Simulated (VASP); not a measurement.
Runs of VASP 6.6.1 on Ni. The structure is that of space group Im-3m (No. 229), or close to it. The cells are those of the table. This isn't the form of Ni at room conditions, which is fcc.

```csv
level,potentials or basis,U,fixed moment (μB),cell,k mesh,cutoff (eV),smearing,grid for exact exchange (PRECFOCK),share of exact exchange,k mesh for the DOS,occupations for the DOS,gap on the mesh (eV),pressure (GPa),moment (μB)
r2SCAN,"VASP PAW PBE potentials, release 64 (Ni_sv_GW)",-,-,"a = 2.444 Å, angles 109.5°, 1 atom",13 × 13 × 13,650,fermi-dirac 0.05 eV,-,-,-,-,none,-14.3,0.66
B3LYP,"VASP PAW PBE potentials, release 64 (Ni)",-,-,"a = 2.397 Å, angles 109.5°, 1 atom",7 × 7 × 7,520,fermi-dirac 0.05 eV,Normal,0.2,-,-,none,(a),0.53
PBEsol+U,"VASP PAW PBE potentials, release 64 (Ni_sv_GW)",Ni d U = 1.0 eV,-,"a = 2.397 Å, angles 109.5°, 1 atom",13 × 13 × 13,510,methfessel-paxton 0.025 eV,-,-,20 × 20 × 20,tetrahedron,-,-,(b)
PBE,"VASP PAW PBE potentials, release 64 (Ni_sv_GW)",-,-,"a = 2.397 Å, angles 109.5°, 1 atom",11 × 11 × 11,690,gaussian 0.1 eV,-,-,-,-,none,6.8,0.61
PBE,"VASP PAW PBE potentials, release 64 (Ni_sv_GW)",-,0.8,"a = 2.397 Å, angles 109.5°, 1 atom",11 × 11 × 11,690,fermi-dirac 0.05 eV,-,-,-,-,-,8.8,0.80
```

Alike in all rows: task single point; spin collinear, ferromagnetic start.

Task: Estimate the missing entries.

Result: (a) 10.1; (b) 0.64.

Caveats: some runs use coarse meshes; the PAW data sets were made with another functional, which shifts forces and pressure a little (at least some runs); the cell stands under pressure (at least some runs); the cell stands under tension (at least some runs); the U is typed as a test and isn't derived for this compound (at least some runs); the total moment is fixed, so each spin has its own Fermi level and the state may be an excited one (at least some runs).

A gap of «none» marks levels without a gap at the run's occupations.

The runs don't all hold the same shells in valence.
